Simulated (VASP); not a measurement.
# Ti4C in VASP: relaxation of the atoms with LDA

Aim: the relaxation of the atoms of Ti4C with LDA.

Everything below comes from runs of VASP 6.6.1. Logs are shortened: lines on timing, memory, paths and dates and some standing lists are left out, and cuts for length are marked.

### 1 The cell of the first run

The cell holds a slab with vacuum, 5 atoms: a = 2.864 Å, b = 2.864 Å, c = 22.241 Å, α = 90.00°, β = 90.00°, γ = 120.00°.

### 2 Relaxation of the atoms, LDA

Input file INCAR:

```
ALGO     = Fast           # electronic algorithm
DIPOL    = 0.5 0.5 0.377
EDIFF    = 1E-6           # SCF threshold, eV
EDIFFG   = -0.025         # ionic threshold
ENCUT    = 520            # plane-wave cutoff, eV
GGA      = CA             # functional
IBRION   = 2              # ionic algorithm
IDIPOL   = 3            
ISIF     = 2              # what is computed and relaxed
ISMEAR   = 0              # smearing method
LASPH    = True           # aspherical terms in the spheres
LCHARG   = False          # write CHGCAR
LDIPOL   = True         
LREAL    = False          # projectors in reciprocal space
LWAVE    = False          # write WAVECAR
NELM     = 80             # most SCF steps
NSW      = 36             # ionic steps
PREC     = Accurate       # precision mode
SIGMA    = 0.1            # smearing width, eV
```

Input file KPOINTS:

```
k-points
0
Gamma
  9 9 1
```

Input file POSCAR:

```
Ti4C
1.0
    2.8639615639      0.0000000000      0.0000000000
   -1.4319807819      2.4802634698      0.0000000000
    0.0000000000      0.0000000000     22.2412339090
Ti C
4 1
Selective dynamics
Direct
    0.6666666667      0.3333333333      0.1798461370  F F F
    0.3333333333      0.6666666667      0.2817907594  F F F
    0.6666666667      0.3333333333      0.3878708239  F F F
    0.3333333333      0.6666666667      0.4829423562  F F F
    0.5000000000      1.3333333333      0.5503846576  F F T
```

Potentials or basis: VASP PAW LDA potentials, release 64 (Ti_sv, C).

Run with:

```sh
$ cat potpaw_LDA.64/Ti_sv/POTCAR potpaw_LDA.64/C/POTCAR > POTCAR
$ mpirun -np 1 vasp_std > vasp.out
```

OUTCAR:

```text
EDIFF = 1E-6
   EDIFFG = -0.025
   ENCUT = 520
   GGA = CA
   IBRION = 2
   ISIF = 2
   ISMEAR = 0
   LASPH = True
   LREAL = False
   NELM = 80
   NSW = 36
   PREC = Accurate

 ion  position               nearest neighbor table
   1  0.667  0.333  0.180-   2 2.81   2 2.81   2 2.81
   2  0.333  0.667  0.282-   1 2.81   1 2.81   1 2.81   3 2.88   3 2.88   3 2.88
   3  0.667  0.333  0.388-   4 2.68   4 2.68   4 2.68   2 2.88   2 2.88   2 2.88
   4  0.333  0.667  0.483-   5 1.96   5 2.28   3 2.68   3 2.68   3 2.68
   5  0.500  0.333  0.550-   4 1.96   4 2.28

  LATTYP: Found a hexagonal cell.
 ALAT       =     2.8639615639
 C/A-ratio  =     7.7658981843

  Lattice vectors:

 A1 = (   2.8639615639,   0.0000000000,   0.0000000000)
 A2 = (  -1.4319807819,   2.4802634698,   0.0000000000)
 A3 = (   0.0000000000,   0.0000000000,  22.2412339090)

Analysis of symmetry for initial positions (statically):
=====================================================================
 Subroutine PRICEL returns:
 Original cell was already a primitive cell.

 Routine SETGRP: Setting up the symmetry group for a
 hexagonal supercell.

 Subroutine GETGRP returns: Found  1 space group operations
 (whereof  1 operations were pure point group operations)
 out of a pool of 24 trial point group operations.

The static configuration has the point symmetry C_1 .

Analysis of symmetry for dynamics (positions and initial velocities):
=====================================================================
 Subroutine PRICEL returns:
 Original cell was already a primitive cell.

 Routine SETGRP: Setting up the symmetry group for a
 hexagonal supercell.

 Subroutine GETGRP returns: Found  1 space group operations
 (whereof  1 operations were pure point group operations)
 out of a pool of 24 trial point group operations.

The dynamic configuration has the point symmetry C_1 .

Analysis of constrained symmetry for selective dynamics:
=====================================================================
 Subroutine PRICEL returns:
 Original cell was already a primitive cell.

 Routine SETGRP: Setting up the symmetry group for a
 hexagonal supercell.

[... 121 lines left out ...]
   NELECT =      52.0000    total number of electrons
   NUPDOWN=      -1.0000    fix difference up-down
   EMIN   =  10.00;   EMAX   =-10.00  energy-range for DOS
   EFERMI =   0.00;   METHOD = LEGACY
   ISMEAR =     0;   SIGMA  =   0.10  broadening in eV -4-tet -1-fermi 0-gaus
   EFERMI_NEDOS =   21; number of points for ismear=-14 and -15
   IALGO  =     68    algorithm
   IMIX   =      4    mixing-type and parameters
     AMIX     =   0.40;   BMIX     =  1.00
     AMIX_MAG =   1.60;   BMIX_MAG =  1.00
  volume/ion in A,a.u.               =      31.60       213.23
  Fermi-wavevector in a.u.,A,eV,Ry     =   1.130320  2.135995 17.383113  1.277623
  Thomas-Fermi vector in A             =   2.267016
   LORBIT       =      0    0 simple, 1 ext, 2 COOP (PROOUT), +10 PAW based schemes
   GGA     = CA    functional components
   LHFCALC =     F    Hartree Fock is set to
   AEXX    =    0.0000 exact exchange contribution
   IVDW    =     0    specifies the selected vdW correction
   LEPSILON=     F    determine dielectric tensor
   LRPA    =     F    only Hartree local field effects (RPA)
 conjugate gradient relaxation of ions
 non-spin polarized calculation
 RMM-DIIS sequential band-by-band and
 Gauss-broadening in eV      SIGMA  =   0.10
  energy-cutoff  :      520.00
  volume of cell :      157.99
 maximum number of plane-waves:      4289
 NGX is ok and might be reduce to    24
   NGX = 11   NGY = 11   NGZ = 83

 dipolmoment           0.000000      0.000000     -0.000702 electrons x Angstroem

--------------------------------------- Ionic step        1  -------------------------------------------

 number of electron      52.0000013 magnetization

 Free energy of the ion-electron system (eV)
  ---------------------------------------------------
  ext. energy  EPLUGINS =         0.00000000
  ---------------------------------------------------
  free energy    TOTEN  =       -39.26892643 eV

  energy without entropy =      -39.22144064  energy(sigma->0) =      -39.24518354

------------------------ aborting loop EDIFF was not reached (unconverged)  ----------------------------

  FORCE on cell =-STRESS in cart. coord.  units (eV):
  Direction    XX          YY          ZZ          XY          YZ          ZX
  --------------------------------------------------------------------------------------
  -------------------------------------------------------------------------------------
  Total       -1.3658296     -1.5271450     -3.1875913     -0.4828222     -0.8381807      0.3067683
  in kB      -13.8510671    -15.4869883    -32.3258039     -4.8963663     -8.5001066      3.1109802
  external PRESSURE =     -20.5546198 kB  Pullay stress =       0.0000000 kB
[... 104 lines left out ...]
--------------------------------------- Ionic step        4  -------------------------------------------

 number of electron      52.0000013 magnetization

 dipolmoment           0.000000      0.000000      0.080977 electrons x Angstroem

 Free energy of the ion-electron system (eV)
  ---------------------------------------------------
  ext. energy  EPLUGINS =         0.00000000
  ---------------------------------------------------
  free energy    TOTEN  =       -39.61154748 eV

  energy without entropy =      -39.57120622  energy(sigma->0) =      -39.59137685

 E-fermi :   0.6808     XC(G=0):  -6.3192

 val. band max:        0.6608129058   @ k =   0.2222  -0.0000   0.0000
 cond. band min:       0.6821877296   @ k =   0.1111   0.3333   0.0000
 fundamental gap:      0.0213748238
 Fermi energy:         0.6808308057

 k-point     1 :       0.0000    0.0000    0.0000
  band No.  band energies     occupation
      1     -55.4800      2.00000
      2     -55.2633      2.00000
      3     -55.1743      2.00000
      4     -54.3902      2.00000
      5     -32.3455      2.00000
      6     -32.0929      2.00000
[... 805 lines left out ...]
     30       1.6041      0.00000
     31       1.9123      0.00000

 [... further k-points ...]

------------------------ aborting loop because EDIFF is reached ----------------------------------------

 vacuum level on the upper side and lower side of the slab       (xc-potential included)         0.922        -1.159

  FORCE on cell =-STRESS in cart. coord.  units (eV):
  Direction    XX          YY          ZZ          XY          YZ          ZX
  --------------------------------------------------------------------------------------
  -------------------------------------------------------------------------------------
  Total        1.0648896      2.0487062      0.2847106     -1.7690859     -2.2485636      2.3397752
  in kB       10.7991931     20.7762124      2.8872891    -17.9405446    -22.8029947     23.7279834
  external PRESSURE =      11.4875649 kB  Pullay stress =       0.0000000 kB
[... 20 lines left out ...]
  FREE ENERGIE OF THE ION-ELECTRON SYSTEM (eV)
  ---------------------------------------------------
  free  energy   TOTEN  =       -39.6115474787 eV

  energy  without entropy=      -39.5712062156  energy(sigma->0) =      -39.59137685

 reached required accuracy - stopping structural energy minimisation

 vacuum level on the upper side and lower side of the slab         7.358         5.240
```

CONTCAR:

```text
Ti4C
   1.00000000000000
     2.8639615638999998    0.0000000000000000    0.0000000000000000
    -1.4319807819000001    2.4802634698000001    0.0000000000000000
     0.0000000000000000    0.0000000000000000   22.2412339090000017
  Ti              C
     4     1
Selective dynamics
Direct
     0.6666666667000030    0.3333333332999970    0.1798461369999984   F   F   F
     0.3333333332999970    0.6666666667000030    0.2817907594000033   F   F   F
     0.6666666667000030    0.3333333332999970    0.3878708239000019   F   F   F
     0.3333333332999970    0.6666666667000030    0.4829423561999988   F   F   F
     0.5000000000000000    0.3333333332999970    0.5378894063621088   F   F   T

  0.00000000E+00  0.00000000E+00  0.00000000E+00
  0.00000000E+00  0.00000000E+00  0.00000000E+00
  0.00000000E+00  0.00000000E+00  0.00000000E+00
  0.00000000E+00  0.00000000E+00  0.00000000E+00
  0.00000000E+00  0.00000000E+00  0.00000000E+00
```

It took 61 min on 1 thread of Oxide Virtual Turin-like, shared host; peak memory 0.31 GiB.

What came out:

* Free energy: -39.6115 eV
* Energy gained by relaxing: 68.5 meV/atom
* Ionic steps: 4
* Band gap on the k mesh: zero (bands 26 and 27 overlap by 0.83 eV)

Step by step:
| step | energy change (eV) | largest force on free atoms (eV/Å) | pressure (GPa) |
| --- | --- | --- | --- |
| 1 | 0.0000 | 2.0402 | -2.06 |
| 2 | -0.1818 | 1.5976 | -1.07 |
| 3 | -0.3425 | 0.0507 | 1.07 |
| 4 | -0.3426 | 0.0200 | 1.15 |

Final structure:
```xyz
5
Lattice="2.8640 0.0000 0.0000 -1.4320 2.4803 0.0000 0.0000 0.0000 22.2412" Properties=species:S:1:pos:R:3 pbc="T T T"
Ti    1.4320    0.8268    4.0000
Ti    0.0000    1.6535    6.2674
Ti    1.4320    0.8268    8.6267
Ti    0.0000    1.6535   10.7412
C     0.9547    0.8268   11.9633
```

The gap in the log of VASP goes by the Fermi energy; the results here count the filled bands.